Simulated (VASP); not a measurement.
Runs of VASP 6.6.1 on Ir. The structure is that of space group P6_3/mmc (No. 194), or close to it. The cells are those of the table. 

| spin | cell | k mesh | pressure (GPa) | moment (μB) |
| --- | --- | --- | --- | --- |
| off | a = 2.764, b = 2.764, c = 4.408 Å, angles 90.0, 90.0, 120.0°, 2 atoms | 8 × 8 × 4 | 0.5 | - |
| non-collinear, zero start, SOC | a = 2.749, b = 2.749, c = 4.460 Å, angles 90.0, 90.0, 120.0°, 2 atoms | 18 × 18 × 10 | (a) | 0.00 |
| non-collinear, zero start, SOC | a = 2.749, b = 2.749, c = 4.461 Å, angles 90.0, 90.0, 120.0°, 2 atoms | 18 × 18 × 10 | 0.6 | 0.00 |
| non-collinear, zero start, SOC | a = 2.747, b = 2.747, c = 4.462 Å, angles 90.0, 90.0, 120.0°, 2 atoms | 18 × 18 × 10 | 1.1 | 0.00 |

Alike in all rows: task single point; level PBE; potentials or basis VASP PAW PBE potentials, release 64 (Ir); cutoff (eV) 520; smearing gaussian 0.05 eV.

Question: Estimate the missing entries.

Answer: (a) 0.9.
